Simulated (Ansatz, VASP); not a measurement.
BeAu2S2: VASP beside Ansatz

```
Be S Au
1.0
     3.73028    0.00000    0.00000
     0.00000    3.73028    0.00000
     0.00000    0.00000    7.31489
Be S Au
1 2 2
Cartesian
  0.0000 0.0000 3.6574
  0.0000 0.0000 5.4881
  0.0000 0.0000 1.8268
  1.8651 0.0000 0.0000
  0.0000 1.8651 0.0000
```

Alike in both runs: task single point; functional PBE; k mesh 6 × 6 × 4; occupations gaussian, width 0.1 eV; no spin polarisation.

```csv
,VASP,Ansatz
version,VASP 6.6.1,Ansatz 0.2.0
potentials or method,"VASP PAW PBE potentials, release 64 (Be, S, Au), cutoff 520 eV","scalar-relativistic, plane waves, PAW"
valence electrons in the cell,36,52
```

|  | VASP | Ansatz | Ansatz less VASP |
| --- | --- | --- | --- |
| gap on the k mesh at the Fermi level (eV) | none | none | - |
| pressure (GPa) | 14.0 | 14.2 | +0.19 |
| traceless stress, the component that is largest in VASP (GPa) | -4.89 | -4.83 | +0.057 |
| rms of the force components (eV/Å) | 0.106 | 0.106 | -0.0004 |

Atom by atom the forces differ by 0.000 eV/Å (rms over components). A gap of «none» marks a metal or a gap that the smearing closes. VASP's potentials hold 36 valence electrons a cell and Ansatz's 52, so a difference there can come from the potentials and not from the codes.

Spin-orbit coupling is off throughout.
